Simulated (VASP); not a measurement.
**Hg: single point with PBE**

The system is Hg.

```
Hg
1.0
    -1.92877    1.92877    1.92877
     1.92877   -1.92877    1.92877
     1.92877    1.92877   -1.92877
Hg
1
Direct
  0.00000 0.00000 0.00000
```

```yaml
Program: VASP 6.6.1
Task: single point
Functional: PBE
Potentials_or_basis: VASP PAW PBE potentials, release 64 (Hg)
Cutoff: 520 eV
k_mesh: 16 × 16 × 16
Occupations: gaussian, width 0.05 eV
Spin: non-collinear spin, zero start, spin-orbit coupling
Starting_moments: "[[0.0, 0.0, 0.0]] μB"
```

The pressure is -0.3 GPa and the net moment is 0.00 μB per cell. The valence electrons inside the program's atomic spheres are Hg 10.42.

Moments on the atoms (μB; x, y, z):
```
Hg  0.00 0.00 0.00
```

Run time: 3.6 min on 1 thread of Intel(R) Xeon(R) Platinum 8259CL CPU @ 2.50GHz (Skylake/Cascade Lake), with other jobs on the host, peak memory 0.33 GiB.
